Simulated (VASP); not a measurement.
A run of VASP 6.6.1:

The input INCAR:

```
SYSTEM = Re
ALGO = Normal
EDIFF = 1E-7
ENCUT = 520
GGA = RE
ISIF = 2
ISMEAR = -1
LASPH = .TRUE.
LCHARG = .TRUE.
LELF = .TRUE.
LREAL = .FALSE.
LVHAR = .TRUE.
LWAVE = .FALSE.
NBANDS = 10
NELM = 60
PREC = Accurate
SIGMA = 0.05
```

The input KPOINTS:

```
k-points
0
G
  12 12 12
  0 0 0
```

File POSCAR:

```
Re
1.0
    0.0000000000      1.9625809600      1.9625809600
    1.9625809600      0.0000000000      1.9625809600
    1.9625809600      1.9625809600      0.0000000000
Re
1
Direct
    0.0000000000      0.0000000000      0.0000000000
```

Potentials or basis: VASP PAW PBE potentials, release 64 (Re).

Launch:

```console
$ cat potpaw_PBE.64/Re/POTCAR > POTCAR
$ mpirun -np 1 vasp_std > vasp.out
```

Hardware: 1 thread of Intel(R) Xeon(R) 6975P-C (Granite Rapids), with other jobs on the host.

Problem. How long does it take, and how much memory?

Solution. It took 5.5 s on 1 thread of Intel(R) Xeon(R) 6975P-C (Granite Rapids), on a shared host, peak memory 0.14 GiB. Counts: scf iterations 13, k points 72.
